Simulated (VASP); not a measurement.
# Ag (Pm-3m) in VASP: single point with LDA

Aim: the single point of Ag with LDA.

Program: VASP 6.6.1. These are calculated values, not measurements. Logs are shortened: lines on timing, memory, paths and dates and some standing lists are left out, and cuts for length are marked.

## Step 1: The cell of the first run

It takes space group Pm-3m (No. 221, cubic). Conventional cell: a = 2.650 Å, b = 2.650 Å, c = 2.650 Å, α = 90.00°, β = 90.00°, γ = 90.00°. Ag (site symmetry m-3m) has 6 Ag at 2.65 Å within 3.5 Å.

## Step 2: Single point, LDA

INCAR

```
  ALGO = Normal
  EDIFF = 1E-6
  ENCUT = 520
  GGA = CA
  ISIF = 2
  ISMEAR = -1
  LASPH = True
  LCHARG = False
  LREAL = False
  LWAVE = False
  NBANDS = 12
  NELM = 60
  PREC = Accurate
  SIGMA = 0.13605693000000002
```

KPOINTS

```
k-points
0
Gamma
  12 12 12
```

POSCAR

```
Ag
1.0
    2.6499228647      0.0000000000      0.0000000000
    0.0000000000      2.6499228647      0.0000000000
    0.0000000000      0.0000000000      2.6499228647
Ag
1
Direct
    0.0000000000      0.0000000000      0.0000000000
```

Potentials or basis: VASP PAW LDA potentials, release 64 (Ag).

Started as:

```console
cat potpaw_LDA.64/Ag/POTCAR > POTCAR
mpirun -np 1 vasp_std > vasp.out
```

OUTCAR:

```text
EDIFF = 1E-6
   ENCUT = 520
   GGA = CA
   ISIF = 2
   ISMEAR = -1
   LASPH = True
   LREAL = False
   NELM = 60
   PREC = Accurate

 ion  position               nearest neighbor table
   1  0.000  0.000  0.000-

  LATTYP: Found a simple cubic cell.
 ALAT       =     2.6499228647

  Lattice vectors:

 A1 = (   2.6499228647,   0.0000000000,   0.0000000000)
 A2 = (   0.0000000000,   2.6499228647,   0.0000000000)
 A3 = (   0.0000000000,   0.0000000000,   2.6499228647)

Analysis of symmetry for initial positions (statically):
=====================================================================
 Subroutine PRICEL returns:
 Original cell was already a primitive cell.

 Routine SETGRP: Setting up the symmetry group for a
 simple cubic supercell.

 Subroutine GETGRP returns: Found 48 space group operations
 (whereof 48 operations were pure point group operations)
 out of a pool of 48 trial point group operations.

The static configuration has the point symmetry O_h .

Analysis of symmetry for dynamics (positions and initial velocities):
=====================================================================
 Subroutine PRICEL returns:
 Original cell was already a primitive cell.

 Routine SETGRP: Setting up the symmetry group for a
 simple cubic supercell.

 Subroutine GETGRP returns: Found 48 space group operations
 (whereof 48 operations were pure point group operations)
 out of a pool of 48 trial point group operations.

The dynamic configuration has the point symmetry O_h .

 Subroutine INISYM returns: Found 48 space group operations
 (whereof 48 operations are pure point group operations),
 and found     1 'primitive' translations

----------------------------------------------------------------------------------------

                                     Primitive cell

  volume of cell :      18.6080

  direct lattice vectors                    reciprocal lattice vectors
     2.649922865  0.000000000  0.000000000     0.377369475  0.000000000  0.000000000
     0.000000000  2.649922865  0.000000000     0.000000000  0.377369475  0.000000000
     0.000000000  0.000000000  2.649922865     0.000000000  0.000000000  0.377369475

  length of vectors
     2.649922865  2.649922865  2.649922865     0.377369475  0.377369475  0.377369475

  position of ions in fractional coordinates (direct lattice)
     0.000000000  0.000000000  0.000000000

  ion indices of the primitive-cell ions
   primitive index   ion index
                 1           1

----------------------------------------------------------------------------------------

 KPOINTS: k-points

Automatic generation of k-mesh.
 Grid dimensions read from file:
 generate k-points for:   12   12   12

 Generating k-lattice:

  Cartesian coordinates                     Fractional coordinates (reciprocal lattice)
     0.031447456  0.000000000  0.000000000     0.083333333  0.000000000  0.000000000
     0.000000000  0.031447456  0.000000000     0.000000000  0.083333333  0.000000000
     0.000000000  0.000000000  0.031447456     0.000000000  0.000000000  0.083333333

  Length of vectors
     0.031447456  0.031447456  0.031447456

  Shift w.r.t. Gamma in fractional coordinates (k-lattice)
     0.000000000  0.000000000  0.000000000

 Subroutine IBZKPT returns following result:
 ===========================================

 Found     84 irreducible k-points:

 Following reciprocal coordinates:
            Coordinates               Weight
  0.000000  0.000000  0.000000      1.000000
  0.083333  0.000000  0.000000      6.000000
  0.166667  0.000000  0.000000      6.000000
  0.250000  0.000000  0.000000      6.000000
  0.333333  0.000000  0.000000      6.000000
  0.416667  0.000000  0.000000      6.000000
[... 16 lines left out ...]
  0.333333  0.333333  0.000000     12.000000
  0.416667  0.333333  0.000000     24.000000
 [... further k-points ...]
   k-points           NKPTS =     84   k-points in BZ     NKDIM =     84   number of bands    NBANDS=     12
   number of dos      NEDOS =    301   number of ions     NIONS =      1
   total plane-waves  NPLWV =   8000
   dimension x,y,z NGX =    20 NGY =   20 NGZ =   20
   dimension x,y,z NGXF=    40 NGYF=   40 NGZF=   40
   ions per type =               1
   NGX,Y,Z   is equivalent  to a cutoff of  12.55, 12.55, 12.55 a.u.
   NGXF,Y,Z  is equivalent  to a cutoff of  25.09, 25.09, 25.09 a.u.
 SYSTEM =  unknown system
   PREC   = accura    normal or accurate (medium, high low for compatibility)
   ISTART =      0    job   : 0-new  1-cont  2-samecut
   ICHARG =      2    charge: 1-file 2-atom 10-const
   ISPIN  =      1    spin polarized calculation?
   LNONCOLLINEAR =      F non collinear calculations
   LSORBIT =      F    spin-orbit coupling
   LASPH  =      T    aspherical Exc in radial PAW
   ENCUT  =  520.0 eV  38.22 Ry    6.18 a.u.   4.93  4.93  4.93*2*pi/ulx,y,z
   NELM   =     60;   NELMIN=  2; NELMDL= -5     # of ELM steps
   EDIFF  = 0.1E-05   stopping-criterion for ELM
   LREAL  =      F    real-space projection
   EDIFFG = 0.1E-04   stopping-criterion for IOM
   NSW    =      0    number of steps for IOM
   IBRION =     -1    ionic relax: 0-MD 1-quasi-New 2-CG
   NFREE  =      0    steps in history (QN), initial steepest desc. (CG)
   ISIF   =      2    stress and relaxation
   ISYM   =      2    0-nonsym 1-usesym 2-fastsym
   POTIM  = 0.5000    time-step for ionic-motion
   TEBEG  =    0.0;   TEEND  =   0.0 temperature during run
   PSTRESS=    0.0 pullay stress
   NELECT =      11.0000    total number of electrons
   NUPDOWN=      -1.0000    fix difference up-down
   EMIN   =  10.00;   EMAX   =-10.00  energy-range for DOS
   EFERMI =   0.00;   METHOD = LEGACY
   ISMEAR =    -1;   SIGMA  =   0.14  broadening in eV -4-tet -1-fermi 0-gaus
   EFERMI_NEDOS =   21; number of points for ismear=-14 and -15
   IALGO  =     38    algorithm
   IMIX   =      4    mixing-type and parameters
     AMIX     =   0.40;   BMIX     =  1.00
     AMIX_MAG =   1.60;   BMIX_MAG =  1.00
  volume/ion in A,a.u.               =      18.61       125.57
  Fermi-wavevector in a.u.,A,eV,Ry     =   1.373955  2.596398 25.684428  1.887752
  Thomas-Fermi vector in A             =   2.499425
   LORBIT       =      0    0 simple, 1 ext, 2 COOP (PROOUT), +10 PAW based schemes
   GGA     = CA    functional components
   LHFCALC =     F    Hartree Fock is set to
   AEXX    =    0.0000 exact exchange contribution
   IVDW    =     0    specifies the selected vdW correction
   LEPSILON=     F    determine dielectric tensor
   LRPA    =     F    only Hartree local field effects (RPA)
 non-spin polarized calculation
  energy-cutoff  :      520.00
  volume of cell :       18.61
 maximum number of plane-waves:       516
 NGX is ok and might be reduce to    20
   NGX =  9   NGY =  9   NGZ =  9

 number of electron      10.9999999 magnetization

 Free energy of the ion-electron system (eV)
  ---------------------------------------------------
  ext. energy  EPLUGINS =         0.00000000
  ---------------------------------------------------
  free energy    TOTEN  =        -3.37653939 eV

  energy without entropy =       -3.35937882  energy(sigma->0) =       -3.36795910

 E-fermi :   6.8714     XC(G=0): -11.9729

 val. band max:        6.8354936143   @ k =   0.4167   0.1667   0.1667
 cond. band min:       6.9717727624   @ k =   0.3333   0.3333   0.1667
 fundamental gap:      0.1362791481
 Fermi energy:         6.8714371787

 k-point     1 :       0.0000    0.0000    0.0000
  band No.  band energies     occupation
      1      -0.1767      2.00000
      2       0.6602      2.00000
      3       0.6602      2.00000
      4       4.2126      2.00000
      5       4.2126      2.00000
      6       4.2126      2.00000
      7      21.5589      0.00000
      8      21.5589      0.00000
      9      21.5589      0.00000
     10      27.2920      0.00000
     11      27.2920      0.00000
     12      27.8281      0.00000

 k-point     2 :       0.0833    0.0000    0.0000
  band No.  band energies     occupation
      1      -0.0136      2.00000
      2       0.6832      2.00000
      3       0.7839      2.00000
      4       4.1255      2.00000
      5       4.1255      2.00000
      6       4.2197      2.00000
      7      20.1171      0.00000
      8      21.8204      0.00000
      9      21.8204      0.00000
     10      27.0664      0.00000
     11      27.5398      0.00000
     12      29.2399      0.00000

 k-point     3 :       0.1667    0.0000    0.0000
  band No.  band energies     occupation
      1       0.3610      2.00000
      2       0.7469      2.00000
      3       1.2449      2.00000
      4       3.8951      2.00000
      5       3.8951      2.00000
      6       4.2392      2.00000
      7      17.5413      0.00000
      8      22.5661      0.00000
      9      22.5661      0.00000
     10      26.4715      0.00000
     11      27.5187      0.00000
     12      32.4424      0.00000

 k-point     4 :       0.2500    0.0000    0.0000
  band No.  band energies     occupation
      1       0.7266      2.00000
      2       0.8354      2.00000
      3       2.1875      2.00000
      4       3.5966      2.00000
      5       3.5966      2.00000
      6       4.2660      2.00000
      7      14.9050      0.00000
      8      23.6950      0.00000
      9      23.6950      0.00000
     10      25.7081      0.00000
     11      27.3724      0.00000
     12      34.7889      0.00000

 k-point     5 :       0.3333    0.0000    0.0000
  band No.  band energies     occupation
      1       0.9257      2.00000
      2       1.0299      2.00000
      3       3.3144      2.00000
      4       3.3144      2.00000
      5       3.5338      2.00000
      6       4.2929      2.00000
      7      12.4236      0.00000
      8      24.9961      0.00000
      9      25.0648      0.00000
     10      25.0648      0.00000
     11      27.0784      0.00000
     12      33.6332      0.00000

 k-point     6 :       0.4167    0.0000    0.0000
  band No.  band energies     occupation
      1       0.9931      2.00000
      2       1.2454      2.00000
      3       3.1170      2.00000
      4       3.1170      2.00000
      5       4.3126      2.00000
      6       5.0835      2.00000
      7      10.2320      0.00000
      8      24.5037      0.00000
      9      26.4407      0.00000
     10      26.4407      0.00000
     11      26.7413      0.00000
     12      32.1264      0.00000

 k-point     7 :       0.5000    0.0000    0.0000
  band No.  band energies     occupation
      1       1.0180      2.00000
      2       1.3248      2.00000
      3       3.0465      2.00000
      4       3.0465      2.00000
      5       4.3199      2.00000
      6       6.0927      1.99349
      7       9.0162      0.00000
      8      24.3289      0.00000
      9      26.5885      0.00000
     10      27.1644      0.00000
     11      27.1644      0.00000
     12      31.3375      0.00000

 k-point     8 :       0.0833    0.0833    0.0000
  band No.  band energies     occupation
      1       0.1522      2.00000
      2       0.7625      2.00000
      3       0.8463      2.00000
      4       4.0387      2.00000
      5       4.1214      2.00000
      6       4.1452      2.00000
      7      20.3384      0.00000
      8      20.3397      0.00000
      9      22.0821      0.00000
     10      27.1234      0.00000
     11      28.6308      0.00000
     12      29.5906      0.00000
[... 166 lines left out ...]
 k-point    20 :       0.3333    0.2500    0.0000
  band No.  band energies     occupation
      1       1.1995      2.00000
      2       1.7810      2.00000
      3       2.6864      2.00000
      4       3.4047      2.00000
      5       3.7252      2.00000
      6       5.1222      1.99999
      7      13.5814      0.00000
      8      17.9420      0.00000
      9      24.4307      0.00000
     10      27.2638      0.00000
     11      27.2963      0.00000
     12      31.8922      0.00000

 k-point    21 :       0.4167    0.2500    0.0000
  band No.  band energies     occupation
      1       1.2990      2.00000
      2       1.6225      2.00000
      3       2.8857      2.00000
      4       3.2177      2.00000
      5       3.7527      2.00000
      6       6.7975      1.26521
      7      11.2256      0.00000
      8      19.2332      0.00000
      9      22.5759      0.00000
     10      26.8831      0.00000
     11      28.8104      0.00000
     12      31.6080      0.00000

 k-point    22 :       0.5000    0.2500    0.0000
  band No.  band energies     occupation
      1       1.3361      2.00000
      2       1.5613      2.00000
      3       2.9476      2.00000
      4       3.1504      2.00000
      5       3.7632      2.00000
      6       8.3895      0.00003
      7       9.4173      0.00000
      8      20.7942      0.00000
      9      20.8002      0.00000
     10      26.7252      0.00000
     11      30.0824      0.00000
     12      31.0273      0.00000

 k-point    23 :       0.3333    0.3333    0.0000
  band No.  band energies     occupation
      1       1.3125      2.00000
      2       1.4303      2.00000
      3       3.3940      2.00000
      4       3.4267      2.00000
      5       3.4859      2.00000
      6       6.1619      1.98919
      7      13.4275      0.00000
      8      16.6228      0.00000
      9      22.4533      0.00000
     10      27.5758      0.00000
     11      28.6068      0.00000
     12      30.7630      0.00000

 k-point    24 :       0.4167    0.3333    0.0000
  band No.  band energies     occupation
      1       1.1613      2.00000
      2       1.4223      2.00000
      3       3.2687      2.00000
      4       3.4927      2.00000
      5       3.8277      2.00000
      6       7.7123      0.00413
      7      11.7393      0.00000
      8      17.2065      0.00000
      9      20.4813      0.00000
     10      27.6942      0.00000
     11      29.9533      0.00000
     12      30.3015      0.00000

 [... further k-points ...]
[... 5 lines left out ...]
  --------------------------------------------------------------------------------------
  -------------------------------------------------------------------------------------
  Total       -0.0267151     -0.0267151     -0.0267151      0.0000000      0.0000000      0.0000000
  in kB       -2.3002144     -2.3002144     -2.3002144      0.0000000      0.0000000      0.0000000
  external PRESSURE =      -2.3002144 kB  Pullay stress =       0.0000000 kB

 VOLUME and BASIS-vectors are now :
 -----------------------------------------------------------------------------
  energy-cutoff  :      520.00
  volume of cell :       18.61
      direct lattice vectors                 reciprocal lattice vectors
     2.649922865  0.000000000  0.000000000     0.377369475  0.000000000  0.000000000
     0.000000000  2.649922865  0.000000000     0.000000000  0.377369475  0.000000000
     0.000000000  0.000000000  2.649922865     0.000000000  0.000000000  0.377369475

 POSITION                                       TOTAL-FORCE (eV/Angst)
 -----------------------------------------------------------------------------------
      0.00000      0.00000      0.00000         0.000000      0.000000      0.000000
 -----------------------------------------------------------------------------------
    total drift:                               -0.000000      0.000000      0.000000

  FREE ENERGIE OF THE ION-ELECTRON SYSTEM (eV)
  ---------------------------------------------------
  free  energy   TOTEN  =        -3.3765393877 eV

  energy  without entropy=       -3.3593788174  energy(sigma->0) =       -3.36795910
```

It took 8.1 s on 1 thread of Intel Xeon Platinum 8259CL at 2.50GHz (Skylake/Cascade Lake), shared host; peak memory 0.13 GiB.

What came out:

```
Free energy : -3.3765 eV
Pressure    : -0.2 GPa
```
